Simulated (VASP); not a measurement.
**Tc3Sn: single point with LDA**

Tc3Sn:

```
CELL_PARAMETERS angstrom
0.00000 3.11033 3.11033
3.11033 0.00000 3.11033
3.11033 3.11033 0.00000
ATOMIC_POSITIONS crystal
Tc 0.25000 0.25000 0.25000
Tc 0.75000 0.75000 0.75000
Tc 0.50000 0.50000 0.50000
Sn 0.00000 0.00000 0.00000
```

* Program: VASP 6.6.1
* Task: single point
* Functional: LDA
* Potentials or basis: VASP PAW LDA potentials, release 64 (Tc_pv, Sn_d)
* Cutoff: 520 eV
* k mesh: 6 × 6 × 6
* Occupations: fermi-dirac, width 0.05 eV
* Spin: no spin polarisation
* Dipole correction: no
* Further INCAR settings: ALGO = Normal; EDIFF = 1e-06; NBANDS = 34

```yaml
Pressure: 0.3 GPa
Band_gap_on_the_k_mesh: zero (an odd number of electrons rules out a gap without spin polarisation)
```

Levels at points of the mesh, in eV from the Fermi level:
```csv
k point,band 24,band 25,band 26,band 27,band 28,band 29
"(0.00, 0.00, 0.00)",0.74,0.74,0.79,0.79,0.79,1.54
"(0.50, 0.00, 0.00)",-1.21,-1.21,-0.88,0.55,0.55,0.75
"(0.50, 0.50, 0.00)",-1.73,-0.54,-0.54,-0.03,0.16,0.50
```

It took 28 s on 1 thread of Intel(R) Xeon(R) Platinum 8488C (Sapphire Rapids) (shared host), peak memory 0.18 GiB.

Caveat: spin-orbit coupling is left out, which moves the levels of the heavy elements.
